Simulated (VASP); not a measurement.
# Rh (P6_3/mmc) in VASP: a series of runs, part 2 of 2

VASP 6.6.1. Earlier steps stand in the parts before.

## 4. Single point, r2SCAN

This run uses another cell than the first one, of 13.38 Å³/atom.

POSCAR

```
Rh
1.0
    2.6651245636      0.0000000000      0.0000000000
   -1.3325622818      2.3080655763      0.0000000000
    0.0000000000      0.0000000000      8.6997442023
Rh
4
Direct
    0.0000000000      0.0000000000      0.0000000000
    0.3333333333      0.6666666667      0.2500000000
    0.0000000000      0.0000000000      0.5000000000
    0.6666666667      0.3333333333      0.7500000000
```

INCAR.step1

```
PREC = Accurate
ENCUT = 520
ISMEAR = 0
SIGMA = 0.1
LREAL = False
LASPH = True
NELM = 100
NBANDS = 38
GGA = PE
ALGO = Normal
EDIFF = 1E-4
LWAVE = True
LCHARG = False
```

INCAR.step2

```
PREC = Accurate
ENCUT = 520
EDIFF = 1E-6
ISMEAR = 0
SIGMA = 0.1
LREAL = False
LASPH = True
NELM = 100
ALGO = Normal
ISIF = 2
LWAVE = False
LCHARG = False
METAGGA = R2SCAN
LMIXTAU = True
NBANDS = 38
ISTART = 1
```

KPOINTS

```
Automatic mesh
0
Gamma
  18 18 6
```

Potentials or basis: VASP PAW PBE potentials, release 64 (Rh_pv).

Launch:

```
> cat potpaw_PBE.64/Rh_pv/POTCAR > POTCAR
> cp INCAR.step1 INCAR
> mpirun -np 1 vasp_std > vasp.out
> cp INCAR.step2 INCAR
> mpirun -np 1 vasp_std > vasp.out
```

OUTCAR:

```text
PREC = Accurate
   ENCUT = 520
   EDIFF = 1E-6
   ISMEAR = 0
   LREAL = False
   LASPH = True
   NELM = 100
   ISIF = 2
   METAGGA = R2SCAN
   ISTART = 1

 ion  position               nearest neighbor table
   1  0.000  0.000  0.000-   2 2.66   4 2.66   2 2.66   4 2.66   4 2.66   2 2.66
   2  0.333  0.667  0.250-   1 2.66   3 2.66   1 2.66   3 2.66   1 2.66   3 2.66
   3  0.000  0.000  0.500-   2 2.66   4 2.66   2 2.66   4 2.66   4 2.66   2 2.66
   4  0.667  0.333  0.750-   1 2.66   3 2.66   1 2.66   3 2.66   1 2.66   3 2.66

  LATTYP: Found a hexagonal cell.
 ALAT       =     2.6651245636
 C/A-ratio  =     3.2642917787

  Lattice vectors:

 A1 = (   2.6651245636,   0.0000000000,   0.0000000000)
 A2 = (  -1.3325622818,   2.3080655763,   0.0000000000)
 A3 = (   0.0000000000,   0.0000000000,   8.6997442023)

Analysis of symmetry for initial positions (statically):
=====================================================================
 Subroutine PRICEL returns:
 Original cell was already a primitive cell.

 Routine SETGRP: Setting up the symmetry group for a
 hexagonal supercell.

 Subroutine GETGRP returns: Found 24 space group operations
 (whereof 12 operations were pure point group operations)
 out of a pool of 24 trial point group operations.

The static configuration has the point symmetry D_3d.
 The point group associated with its full space group is D_6h.

Analysis of symmetry for dynamics (positions and initial velocities):
=====================================================================
 Subroutine PRICEL returns:
 Original cell was already a primitive cell.

 Routine SETGRP: Setting up the symmetry group for a
 hexagonal supercell.

 Subroutine GETGRP returns: Found 24 space group operations
 (whereof 12 operations were pure point group operations)
 out of a pool of 24 trial point group operations.

The dynamic configuration has the point symmetry D_3d.
 The point group associated with its full space group is D_6h.

 Subroutine INISYM returns: Found 24 space group operations
 (whereof 12 operations are pure point group operations),
 and found     1 'primitive' translations

----------------------------------------------------------------------------------------

                                     Primitive cell

  volume of cell :      53.5146

  direct lattice vectors                    reciprocal lattice vectors
     2.665124564  0.000000000  0.000000000     0.375216984  0.216631627  0.000000000
    -1.332562282  2.308065576  0.000000000     0.000000000  0.433263253  0.000000000
     0.000000000  0.000000000  8.699744202     0.000000000  0.000000000  0.114945908

  length of vectors
     2.665124564  2.665124564  8.699744202     0.433263253  0.433263253  0.114945908

  position of ions in fractional coordinates (direct lattice)
     0.000000000  0.000000000  0.000000000
     0.333333333  0.666666667  0.250000000
     0.000000000  0.000000000  0.500000000
     0.666666667  0.333333333  0.750000000

  ion indices of the primitive-cell ions
   primitive index   ion index
                 1           1
                 2           2
                 3           3
[... 23 lines left out ...]
 Subroutine IBZKPT returns following result:
 ===========================================

 Found    148 irreducible k-points:

 Following reciprocal coordinates:
            Coordinates               Weight
  0.000000  0.000000  0.000000      1.000000
  0.055556 -0.000000  0.000000      6.000000
  0.111111 -0.000000  0.000000      6.000000
  0.166667 -0.000000  0.000000      6.000000
  0.222222 -0.000000  0.000000      6.000000
  0.277778 -0.000000  0.000000      6.000000
[... 16 lines left out ...]
  0.333333  0.111111  0.000000     12.000000
  0.388889  0.111111  0.000000     12.000000
 [... further k-points ...]
   k-points           NKPTS =    148   k-points in BZ     NKDIM =    148   number of bands    NBANDS=     38
   number of dos      NEDOS =    301   number of ions     NIONS =      4
   total plane-waves  NPLWV =  28000
   dimension x,y,z NGX =    20 NGY =   20 NGZ =   70
   dimension x,y,z NGXF=    40 NGYF=   40 NGZF=  140
   ions per type =               4
   NGX,Y,Z   is equivalent  to a cutoff of  12.48, 12.48, 13.38 a.u.
   NGXF,Y,Z  is equivalent  to a cutoff of  24.95, 24.95, 26.75 a.u.
 SYSTEM =  unknown system
   PREC   = accura    normal or accurate (medium, high low for compatibility)
   ISTART =      1    job   : 0-new  1-cont  2-samecut
   ICHARG =      0    charge: 1-file 2-atom 10-const
   ISPIN  =      1    spin polarized calculation?
   LNONCOLLINEAR =      F non collinear calculations
   LSORBIT =      F    spin-orbit coupling
   LASPH  =      T    aspherical Exc in radial PAW
   ENCUT  =  520.0 eV  38.22 Ry    6.18 a.u.   4.96  4.96 16.18*2*pi/ulx,y,z
   NELM   =    100;   NELMIN=  2; NELMDL=  0     # of ELM steps
   EDIFF  = 0.1E-05   stopping-criterion for ELM
   LREAL  =      F    real-space projection
   EDIFFG = 0.1E-04   stopping-criterion for IOM
   NSW    =      0    number of steps for IOM
   IBRION =     -1    ionic relax: 0-MD 1-quasi-New 2-CG
   NFREE  =      0    steps in history (QN), initial steepest desc. (CG)
   ISIF   =      2    stress and relaxation
   ISYM   =      2    0-nonsym 1-usesym 2-fastsym
   POTIM  = 0.5000    time-step for ionic-motion
   TEBEG  =    0.0;   TEEND  =   0.0 temperature during run
   PSTRESS=    0.0 pullay stress
   NELECT =      60.0000    total number of electrons
   NUPDOWN=      -1.0000    fix difference up-down
   EMIN   =  10.00;   EMAX   =-10.00  energy-range for DOS
   EFERMI =   0.00;   METHOD = LEGACY
   ISMEAR =     0;   SIGMA  =   0.10  broadening in eV -4-tet -1-fermi 0-gaus
   EFERMI_NEDOS =   21; number of points for ismear=-14 and -15
   IALGO  =     38    algorithm
   IMIX   =      4    mixing-type and parameters
     AMIX     =   0.40;   BMIX     =  1.00
     AMIX_MAG =   1.60;   BMIX_MAG =  1.00
  volume/ion in A,a.u.               =      13.38        90.28
  Fermi-wavevector in a.u.,A,eV,Ry     =   1.700727  3.213907 39.354462  2.892471
  Thomas-Fermi vector in A             =   2.780809
   LORBIT       =      0    0 simple, 1 ext, 2 COOP (PROOUT), +10 PAW based schemes
   METAGGA = R2SCAN    functional components
   LHFCALC =     F    Hartree Fock is set to
   AEXX    =    0.0000 exact exchange contribution
   IVDW    =     0    specifies the selected vdW correction
   LEPSILON=     F    determine dielectric tensor
   LRPA    =     F    only Hartree local field effects (RPA)
 non-spin polarized calculation
 Gauss-broadening in eV      SIGMA  =   0.10
  energy-cutoff  :      520.00
  volume of cell :       53.51
 maximum number of plane-waves:      1473
 NGX is ok and might be reduce to    20
   NGX =  9   NGY =  9   NGZ = 33

 number of electron      59.9999999 magnetization

 Free energy of the ion-electron system (eV)
  ---------------------------------------------------
  ext. energy  EPLUGINS =         0.00000000
  ---------------------------------------------------
  free energy    TOTEN  =       -96.42577282 eV

  energy without entropy =      -96.39942017  energy(sigma->0) =      -96.41259649

 E-fermi :  12.2761     XC(G=0): -15.4113

 val. band max:       12.2742676451   @ k =   0.4444   0.1111   0.3333
 cond. band min:      12.2762265083   @ k =   0.3333   0.0556   0.1667
 fundamental gap:      0.0019588632
 Fermi energy:        12.2760712424

 k-point     1 :       0.0000    0.0000    0.0000
  band No.  band energies     occupation
      1     -36.4493      2.00000
      2     -36.0329      2.00000
      3     -36.0178      2.00000
      4     -35.7060      2.00000
      5     -35.7060      2.00000
      6     -35.6593      2.00000
[... 973 lines left out ...]
     37      22.4863      0.00000
     38      22.5398      0.00000

 [... further k-points ...]

------------------------ aborting loop because EDIFF is reached ----------------------------------------

  FORCE on cell =-STRESS in cart. coord.  units (eV):
  Direction    XX          YY          ZZ          XY          YZ          ZX
  --------------------------------------------------------------------------------------
  -------------------------------------------------------------------------------------
  Total        3.1357229      3.1357229      3.1318210      0.0000000      0.0000000     -0.0000000
  in kB       93.8806571     93.8806571     93.7638381      0.0000000      0.0000000     -0.0000000
  external PRESSURE =      93.8417174 kB  Pullay stress =       0.0000000 kB

 VOLUME and BASIS-vectors are now :
 -----------------------------------------------------------------------------
  energy-cutoff  :      520.00
  volume of cell :       53.51
      direct lattice vectors                 reciprocal lattice vectors
     2.665124564  0.000000000  0.000000000     0.375216984  0.216631627  0.000000000
    -1.332562282  2.308065576  0.000000000     0.000000000  0.433263253  0.000000000
     0.000000000  0.000000000  8.699744202     0.000000000  0.000000000  0.114945908

 POSITION                                       TOTAL-FORCE (eV/Angst)
 -----------------------------------------------------------------------------------
      0.00000      0.00000      0.00000         0.000000     -0.000000      0.000000
     -0.00000      1.53871      2.17494        -0.000000      0.000000      0.000000
      0.00000      0.00000      4.34987         0.000000     -0.000000      0.000000
      1.33256      0.76936      6.52481         0.000000     -0.000000      0.000000
 -----------------------------------------------------------------------------------
    total drift:                                0.000000     -0.000000      0.000000

  FREE ENERGIE OF THE ION-ELECTRON SYSTEM (eV)
  ---------------------------------------------------
  free  energy   TOTEN  =       -96.4257728168 eV

  energy  without entropy=      -96.3994201678  energy(sigma->0) =      -96.41259649
```

Wall time 18 min (1 thread of Intel Xeon 8259CL, shared host); peak memory 0.33 GiB.

Results:

| Property | Result |
| --- | --- |
| Free energy | -96.4258 eV |
| Pressure | 9.4 GPa |
| Band gap on the k mesh | zero (bands 30 and 31 overlap by 2.18 eV) |

Levels at points of the mesh, in eV from the Fermi level:
| k point | band 27 | band 28 | band 29 | band 30 | band 31 | band 32 | band 33 | band 34 |
| --- | --- | --- | --- | --- | --- | --- | --- | --- |
| (0.00, 0.00, 0.00) | -2.85 | -1.61 | -1.61 | -0.96 | -0.96 | -0.40 | -0.40 | 0.45 |
| (0.50, 0.00, 0.00) | 0.59 | 0.64 | 0.71 | 0.89 | 0.91 | 0.96 | 1.39 | 2.49 |
| (0.00, 0.00, 0.50) | -1.27 | -1.27 | -1.27 | -1.27 | -1.12 | -1.12 | 0.07 | 0.07 |
| (0.50, 0.00, 0.50) | -0.15 | -0.15 | 0.62 | 0.62 | 0.87 | 0.87 | 3.12 | 3.12 |

Caveat: the cell stands under pressure; the PAW data sets were made with another functional, which shifts forces and pressure a little.

## 5. Single point, r2SCAN (equal strain along all axes, cell held: +2.0 %)

POSCAR

```
Rh
1.0
    2.7426250236      0.0000000000      0.0000000000
   -1.3713125118      2.3751829435      0.0000000000
    0.0000000000      0.0000000000      8.9529481713
Rh
4
Direct
    0.0000000000      0.0000000000      0.0000000000
    0.3333333333      0.6666666667      0.2500000000
    0.0000000000      0.0000000000      0.5000000000
    0.6666666667      0.3333333333      0.7500000000
```

INCAR.step1

```
SYSTEM = Rh
  ALGO = Normal
  EDIFF = 1E-4
  ENCUT = 520
  GGA = PE
  ISMEAR = 0
  LASPH = .TRUE.
  LCHARG = .FALSE.
  LREAL = .FALSE.
  LWAVE = .TRUE.
  NBANDS = 38
  NELM = 100
  PREC = Accurate
  SIGMA = 0.1
```

INCAR.step2

```
SYSTEM = Rh
  ALGO = Normal
  EDIFF = 1E-6
  ENCUT = 520
  ISIF = 2
  ISMEAR = 0
  ISTART = 1
  LASPH = .TRUE.
  LCHARG = .TRUE.
  LELF = .TRUE.
  LMIXTAU = .TRUE.
  LREAL = .FALSE.
  LVHAR = .TRUE.
  LWAVE = .FALSE.
  METAGGA = R2SCAN
  NBANDS = 38
  NELM = 100
  PREC = Accurate
  SIGMA = 0.1
```

KPOINTS

```
k-points
0
G
  24 24 6
  0 0 0
```

Potentials or basis: VASP PAW PBE potentials, release 64 (Rh_pv).

Launch:

```
> cat potpaw_PBE.64/Rh_pv/POTCAR > POTCAR
> cp INCAR.step1 INCAR
> mpirun -np 1 vasp_std > vasp.out
> cp INCAR.step2 INCAR
> mpirun -np 1 vasp_std > vasp.out
```

OUTCAR:

```text
SYSTEM = Rh
   EDIFF = 1E-6
   ENCUT = 520
   ISIF = 2
   ISMEAR = 0
   ISTART = 1
   LASPH = .TRUE.
   LREAL = .FALSE.
   METAGGA = R2SCAN
   NELM = 100
   PREC = Accurate

 ion  position               nearest neighbor table
   1  0.000  0.000  0.000-   2 2.74   4 2.74   4 2.74   2 2.74   4 2.74   2 2.74
   2  0.333  0.667  0.250-   1 2.74   3 2.74   1 2.74   3 2.74   1 2.74   3 2.74
   3  0.000  0.000  0.500-   2 2.74   4 2.74   4 2.74   2 2.74   4 2.74   2 2.74
   4  0.667  0.333  0.750-   1 2.74   3 2.74   1 2.74   3 2.74   1 2.74   3 2.74

[... 1187 lines left out ...]
  --------------------------------------------------------------------------------------
  -------------------------------------------------------------------------------------
  Total       -4.8705551     -4.8705551     -4.9254758      0.0000000      0.0000000      0.0000000
  in kB     -133.8010362   -133.8010362   -135.3097832      0.0000000      0.0000000      0.0000000
  external PRESSURE =    -134.3039519 kB  Pullay stress =       0.0000000 kB

 VOLUME and BASIS-vectors are now :
 -----------------------------------------------------------------------------
  energy-cutoff  :      520.00
  volume of cell :       58.32
      direct lattice vectors                 reciprocal lattice vectors
     2.742625024  0.000000000  0.000000000     0.364614189  0.210510100  0.000000000
    -1.371312512  2.375182944  0.000000000     0.000000000  0.421020201  0.000000000
     0.000000000  0.000000000  8.952948171     0.000000000  0.000000000  0.111695051

 POSITION                                       TOTAL-FORCE (eV/Angst)
 -----------------------------------------------------------------------------------
      0.00000      0.00000      0.00000         0.000000      0.000000      0.000000
     -0.00000      1.58346      2.23824         0.000000      0.000000     -0.000000
      0.00000      0.00000      4.47647         0.000000      0.000000      0.000000
      1.37131      0.79173      6.71471        -0.000000      0.000000     -0.000000
 -----------------------------------------------------------------------------------
    total drift:                                0.000000     -0.000000      0.000000

  FREE ENERGIE OF THE ION-ELECTRON SYSTEM (eV)
  ---------------------------------------------------
  free  energy   TOTEN  =       -96.3384395421 eV

  energy  without entropy=      -96.3096966932  energy(sigma->0) =      -96.32406812
```

OSZICAR.step1:

```text
N       E                     dE             d eps       ncg     rms          rms(c)
DAV:   1     0.764325947603E+03    0.76433E+03   -0.36899E+04 18912   0.181E+03
DAV:   2    -0.621381958437E+01   -0.77054E+03   -0.74951E+03 19424   0.567E+02
DAV:   3    -0.306747797010E+02   -0.24461E+02   -0.23751E+02 20508   0.110E+02
DAV:   4    -0.309194430785E+02   -0.24466E+00   -0.24439E+00 20448   0.110E+01
DAV:   5    -0.309235220202E+02   -0.40789E-02   -0.40788E-02 20590   0.145E+00    0.176E+01
DAV:   6    -0.289807613662E+02    0.19428E+01   -0.64056E+00 19906   0.189E+01    0.580E+00
DAV:   7    -0.289624594347E+02    0.18302E-01   -0.25807E-01 20350   0.483E+00    0.321E+00
DAV:   8    -0.289926848248E+02   -0.30225E-01   -0.68709E-01 19870   0.768E+00    0.315E+00
DAV:   9    -0.289214501038E+02    0.71235E-01   -0.23989E-01 19750   0.404E+00    0.430E-01
DAV:  10    -0.289213296569E+02    0.12045E-03   -0.37961E-03 19918   0.463E-01    0.821E-02
DAV:  11    -0.289212970778E+02    0.32579E-04   -0.92363E-05 11516   0.858E-02
   1 F= -.28921297E+02 E0= -.28906134E+02  d E =-.303255E-01
```

Wall time 37 min (1 thread of Oxide Virtual Turin-like, shared host); peak memory 0.42 GiB.

Results:

```yaml
Free_energy: -96.3384 eV
Pressure: -13.4 GPa
Band_gap_on_the_k_mesh: zero (bands 30 and 31 overlap by 1.89 eV)
```

Caveat: the cell differs from its parent crystal (equal strain along all axes, cell held: +2.0 %); the cell stands under tension; the PAW data sets were made with another functional, which shifts forces and pressure a little.

## 6. The runs side by side

| cell | k mesh | gap on the mesh (eV) | pressure (GPa) |
| --- | --- | --- | --- |
| a = 2.699, b = 2.699, c = 8.808 Å, angles 90.0, 90.0, 120.0°, 4 atoms | 18 × 18 × 6 | none | -1.8 |
| a = 2.647, b = 2.647, c = 8.640 Å, angles 90.0, 90.0, 120.0°, 4 atoms | 18 × 18 × 6 | none | 16.5 |
| a = 2.665, b = 2.665, c = 8.700 Å, angles 90.0, 90.0, 120.0°, 4 atoms | 18 × 18 × 6 | none | 9.4 |
| a = 2.743, b = 2.743, c = 8.953 Å, angles 90.0, 90.0, 120.0°, 4 atoms | 24 × 24 × 6 | none | -13.4 |

Alike in all rows: task single point; level r2SCAN; potentials or basis VASP PAW PBE potentials, release 64 (Rh_pv); no spin polarisation; cutoff (eV) 520; smearing gaussian 0.1 eV.

Caveats: the PAW data sets were made with another functional, which shifts forces and pressure a little; the cell stands under pressure (at least some runs); the cell stands under tension (at least some runs).

Absolute energies hang on the potentials; compare differences alone.
